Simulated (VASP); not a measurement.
# V in VASP: single point with PBE

Aim: the single point of V with PBE.

All numbers are computed with VASP 6.6.1; they aren't measurements. Logs are shortened: lines on timing, memory, paths and dates and some standing lists are left out, and cuts for length are marked.

**1. The cell of the first run**

The cell holds a slab with vacuum, 6 atoms: a = 2.621 Å, b = 2.621 Å, c = 25.699 Å, α = 90.00°, β = 90.00°, γ = 109.47°.

**2. Single point, PBE, collinear spin, ferromagnetic start**

INCAR reads:

```
  PREC = Accurate
  ENCUT = 520
  EDIFF = 1E-6
  ISMEAR = -1
  SIGMA = 0.05
  LREAL = F
  LASPH = T
  NELM = 150
  ALGO = Fast
  ISIF = 2
  LWAVE = F
  LCHARG = T
  ISPIN = 2
  MAGMOM = 2 2 2 2 2 2
  LORBIT = 11
  LMAXMIX = 4
  LDIPOL = T
  IDIPOL = 3
  DIPOL = 0.5 0.5 0.500
  GGA = PE
  LELF = T
  LVHAR = T
  LVACPOTAV = T
  NBANDS = 52
```

KPOINTS reads:

```
regular mesh
0
Gamma
  11 11 1
```

POSCAR reads:

```
V
1.0
    2.6205928719      0.0000000000      0.0000000000
   -0.8735309573      2.4707186539      0.0000000000
    0.0000000000      0.0000000000     25.6985255994
V
6
Direct
    0.5000000000      0.5000000000      0.2918455369
    0.0000000000      0.0000000000      0.3751073221
    0.5000000000      0.5000000000      0.4583691074
    0.0000000000      0.0000000000      0.5416308926
    0.5000000000      0.5000000000      0.6248926779
    0.0000000000      0.0000000000      0.7081544631
```

Potentials or basis: VASP PAW PBE potentials, release 64 (V_sv).

The run is started by

```console
$ cat potpaw_PBE.64/V_sv/POTCAR > POTCAR
$ mpirun -np 1 vasp_std > vasp.out
```

OUTCAR:

```text
PREC = Accurate
   ENCUT = 520
   EDIFF = 1E-6
   ISMEAR = -1
   LREAL = F
   LASPH = T
   NELM = 150
   ISIF = 2
   ISPIN = 2
   LORBIT = 11
   GGA = PE

 ion  position               nearest neighbor table
   1  0.500  0.500  0.292-   2 2.62   2 2.62
   2  0.000  0.000  0.375-   1 2.62   1 2.62   3 2.62   3 2.62
   3  0.500  0.500  0.458-   4 2.62   4 2.62   2 2.62   2 2.62
   4  0.000  0.000  0.542-   3 2.62   3 2.62   5 2.62   5 2.62
   5  0.500  0.500  0.625-   6 2.62   6 2.62   4 2.62   4 2.62
   6  0.000  0.000  0.708-   5 2.62   5 2.62

  LATTYP: Found a base centered orthorhombic cell.
 ALAT       =     3.0260000000
 B/A-ratio  =     1.4142135624
 C/A-ratio  =     8.4925729012

  Lattice vectors:

 A1 = (   2.6205928719,   0.0000000000,   0.0000000000)
 A2 = (  -0.8735309573,   2.4707186539,   0.0000000000)
 A3 = (   0.0000000000,   0.0000000000,  25.6985255994)

Analysis of symmetry for initial positions (statically):
=====================================================================
 Subroutine PRICEL returns:
 Original cell was already a primitive cell.

 Routine SETGRP: Setting up the symmetry group for a
 base centered orthorhombic supercell.

 Subroutine GETGRP returns: Found  8 space group operations
 (whereof  4 operations were pure point group operations)
 out of a pool of  8 trial point group operations.

The static configuration has the point symmetry C_2v.
 The point group associated with its full space group is D_2h.

Analysis of symmetry for dynamics (positions and initial velocities):
=====================================================================
 Subroutine PRICEL returns:
 Original cell was already a primitive cell.

 Routine SETGRP: Setting up the symmetry group for a
 base centered orthorhombic supercell.

 Subroutine GETGRP returns: Found  8 space group operations
 (whereof  4 operations were pure point group operations)
 out of a pool of  8 trial point group operations.

The dynamic configuration has the point symmetry C_2v.
 The point group associated with its full space group is D_2h.

Analysis of structural, dynamic, and magnetic symmetry:
=====================================================================
 Subroutine PRICEL returns:
 Original cell was already a primitive cell.

 Routine SETGRP: Setting up the symmetry group for a
 base centered orthorhombic supercell.

 Subroutine GETGRP returns: Found  8 space group operations
 (whereof  4 operations were pure point group operations)
 out of a pool of  8 trial point group operations.

The overall configuration has the point symmetry C_2v.
 The point group associated with its full space group is D_2h.

 Subroutine INISYM returns: Found  8 space group operations
 (whereof  4 operations are pure point group operations),
 and found     1 'primitive' translations

----------------------------------------------------------------------------------------

                                     Primitive cell

  volume of cell :     166.3915

  direct lattice vectors                    reciprocal lattice vectors
     2.620592872  0.000000000  0.000000000     0.381593040  0.134913513  0.000000000
    -0.873530957  2.470718654  0.000000000     0.000000000  0.404740539  0.000000000
     0.000000000  0.000000000 25.698525599     0.000000000  0.000000000  0.038912738

  length of vectors
     2.620592872  2.620592872 25.698525599     0.404740539  0.404740539  0.038912738

  position of ions in fractional coordinates (direct lattice)
     0.500000000  0.500000000  0.291845537
     0.000000000  0.000000000  0.375107322
     0.500000000  0.500000000  0.458369107
     0.000000000  0.000000000  0.541630893
     0.500000000  0.500000000  0.624892678
     0.000000000  0.000000000  0.708154463

  ion indices of the primitive-cell ions
   primitive index   ion index
                 1           1
                 2           2
[... 55 lines left out ...]
 -0.272727  0.181818  0.000000      4.000000
 -0.181818  0.181818  0.000000      2.000000
 [... further k-points ...]
   k-points           NKPTS =     36   k-points in BZ     NKDIM =     36   number of bands    NBANDS=     52
   number of dos      NEDOS =    301   number of ions     NIONS =      6
   total plane-waves  NPLWV =  76800
   dimension x,y,z NGX =    20 NGY =   20 NGZ =  192
   dimension x,y,z NGXF=    40 NGYF=   40 NGZF=  384
   ions per type =               6
   NGX,Y,Z   is equivalent  to a cutoff of  12.69, 12.69, 12.42 a.u.
   NGXF,Y,Z  is equivalent  to a cutoff of  25.38, 25.38, 24.84 a.u.
 SYSTEM =  unknown system
   PREC   = accura    normal or accurate (medium, high low for compatibility)
   ISTART =      0    job   : 0-new  1-cont  2-samecut
   ICHARG =      2    charge: 1-file 2-atom 10-const
   ISPIN  =      2    spin polarized calculation?
   LNONCOLLINEAR =      F non collinear calculations
   LSORBIT =      F    spin-orbit coupling
   LASPH  =      T    aspherical Exc in radial PAW
   ENCUT  =  520.0 eV  38.22 Ry    6.18 a.u.   4.87  4.87 47.78*2*pi/ulx,y,z
   NELM   =    150;   NELMIN=  2; NELMDL= -5     # of ELM steps
   EDIFF  = 0.1E-05   stopping-criterion for ELM
   LREAL  =      F    real-space projection
   EDIFFG = 0.1E-04   stopping-criterion for IOM
   NSW    =      0    number of steps for IOM
   IBRION =     -1    ionic relax: 0-MD 1-quasi-New 2-CG
   NFREE  =      0    steps in history (QN), initial steepest desc. (CG)
   ISIF   =      2    stress and relaxation
   ISYM   =      2    0-nonsym 1-usesym 2-fastsym
   POTIM  = 0.5000    time-step for ionic-motion
   TEBEG  =    0.0;   TEEND  =   0.0 temperature during run
   PSTRESS=    0.0 pullay stress
   NELECT =      78.0000    total number of electrons
   NUPDOWN=      -1.0000    fix difference up-down
   EMIN   =  10.00;   EMAX   =-10.00  energy-range for DOS
   EFERMI =   0.00;   METHOD = LEGACY
   ISMEAR =    -1;   SIGMA  =   0.05  broadening in eV -4-tet -1-fermi 0-gaus
   EFERMI_NEDOS =   21; number of points for ismear=-14 and -15
   IALGO  =     68    algorithm
   IMIX   =      4    mixing-type and parameters
     AMIX     =   0.40;   BMIX     =  1.00
     AMIX_MAG =   1.60;   BMIX_MAG =  1.00
  volume/ion in A,a.u.               =      27.73       187.14
  Fermi-wavevector in a.u.,A,eV,Ry     =   1.271733  2.403227 22.004775  1.617305
  Thomas-Fermi vector in A             =   2.404650
   LORBIT       =     11    0 simple, 1 ext, 2 COOP (PROOUT), +10 PAW based schemes
   GGA     = PE    functional components
   LHFCALC =     F    Hartree Fock is set to
   AEXX    =    0.0000 exact exchange contribution
   IVDW    =     0    specifies the selected vdW correction
   LEPSILON=     F    determine dielectric tensor
   LRPA    =     F    only Hartree local field effects (RPA)
 spin polarized calculation
 RMM-DIIS sequential band-by-band and
  energy-cutoff  :      520.00
  volume of cell :      166.39
 maximum number of plane-waves:      4532
   NGX =  9   NGY =  9   NGZ = 95

 dipolmoment           0.000000      0.000000     -0.000000 electrons x Angstroem

 number of electron      77.9999994 magnetization       0.0010286

 number of electron      77.9999994 magnetization      -0.0014142

 dipolmoment           0.000000      0.000000      0.000000 electrons x Angstroem

 Free energy of the ion-electron system (eV)
  ---------------------------------------------------
  ext. energy  EPLUGINS =         0.00000000
  ---------------------------------------------------
  free energy    TOTEN  =       -51.92583354 eV

  energy without entropy =      -51.83409262  energy(sigma->0) =      -51.87996308

 E-fermi :   2.4581     XC(G=0):  -7.1972

 val. band max:        2.4554745312   @ k =   0.0909   0.0000   0.0000
 cond. band min:       2.4689596164   @ k =   0.3636   0.1818   0.0000
 fundamental gap:      0.0134850851
 Fermi energy:         2.4580686274

 spin component 1

 k-point     1 :       0.0000    0.0000    0.0000
  band No.  band energies     occupation
      1     -61.4381      1.00000
      2     -61.4378      1.00000
      3     -61.3102      1.00000
      4     -61.2868      1.00000
      5     -61.2258      1.00000
      6     -61.1613      1.00000
[... 1285 lines left out ...]
     50       3.8327      0.00000
     51       3.9437      0.00000

 [... further k-points ...]

 spin component 2

 k-point     1 :       0.0000    0.0000    0.0000
  band No.  band energies     occupation
      1     -61.4384      1.00000
      2     -61.4381      1.00000
      3     -61.3102      1.00000
      4     -61.2867      1.00000
      5     -61.2258      1.00000
      6     -61.1614      1.00000
[... 1285 lines left out ...]
     50       3.8324      0.00000
     51       3.9437      0.00000

 [... further k-points ...]

 [bands above 51 left out]

------------------------ aborting loop because EDIFF is reached ----------------------------------------

  FORCE on cell =-STRESS in cart. coord.  units (eV):
  Direction    XX          YY          ZZ          XY          YZ          ZX
  --------------------------------------------------------------------------------------
  -------------------------------------------------------------------------------------
  Total       -5.5453029     -5.1911464     -4.1062982      0.5008530      0.0000000      0.0000000
  in kB      -53.3955178    -49.9853572    -39.5393941      4.8226953      0.0000000      0.0000000
  external PRESSURE =     -47.6400897 kB  Pullay stress =       0.0000000 kB

 VOLUME and BASIS-vectors are now :
 -----------------------------------------------------------------------------
  energy-cutoff  :      520.00
  volume of cell :      166.39
      direct lattice vectors                 reciprocal lattice vectors
     2.620592872  0.000000000  0.000000000     0.381593040  0.134913513  0.000000000
    -0.873530957  2.470718654  0.000000000     0.000000000  0.404740539  0.000000000
     0.000000000  0.000000000 25.698525599     0.000000000  0.000000000  0.038912738

 POSITION                                       TOTAL-FORCE (eV/Angst)
 -----------------------------------------------------------------------------------
      0.87353      1.23536      7.50000        -0.000000      0.000000      0.586831
      0.00000      0.00000      9.63971         0.000000      0.000000     -0.316969
      0.87353      1.23536     11.77941         0.000000      0.000000     -0.082778
      0.00000      0.00000     13.91912         0.000000      0.000000      0.082778
      0.87353      1.23536     16.05882         0.000000      0.000000      0.316969
      0.00000      0.00000     18.19853        -0.000000      0.000000     -0.586831
 -----------------------------------------------------------------------------------
    total drift:                                0.000000     -0.000000      0.000000

  FREE ENERGIE OF THE ION-ELECTRON SYSTEM (eV)
  ---------------------------------------------------
  free  energy   TOTEN  =       -51.9258335404 eV

  energy  without entropy=      -51.8340926232  energy(sigma->0) =      -51.87996308

 vacuum level on the upper side and lower side of the slab         7.252         7.252

 total charge

# of ion       s       p       d       tot
------------------------------------------
    1        2.325   6.128   3.065  11.518
    2        2.331   6.216   3.045  11.592
    3        2.333   6.217   3.048  11.598
    4        2.333   6.217   3.048  11.598
    5        2.331   6.216   3.045  11.592
    6        2.325   6.128   3.065  11.518
--------------------------------------------------
tot         13.978  37.123  18.314  69.416

 magnetization (x)

# of ion       s       p       d       tot
------------------------------------------
    1       -0.000  -0.000  -0.000  -0.000
    2        0.000   0.000   0.000   0.000
    3       -0.000  -0.000  -0.000  -0.000
    4       -0.000  -0.000  -0.000  -0.000
    5        0.000   0.000   0.000   0.000
    6       -0.000  -0.000  -0.000  -0.000
--------------------------------------------------
tot         -0.000  -0.000  -0.001  -0.001
```

Wall time 50 min (1 thread of Oxide Virtual Turin-like, shared host); peak memory 0.56 GiB.

Results:

- Free energy: -51.9258 eV
- Largest force: 0.587 eV/Å
- Band gap on the k mesh: zero (filled and empty bands overlap)
- Net moment: 0.00 μB per cell
- Valence electrons inside the program's atomic spheres: V 11.52, 11.59, 11.60 (each value once)

Forces on the atoms (eV/Å):
```
V    0.000  0.000  0.587
V    0.000  0.000 -0.317
V    0.000  0.000 -0.083
V    0.000  0.000  0.083
V    0.000  0.000  0.317
V    0.000  0.000 -0.587
```
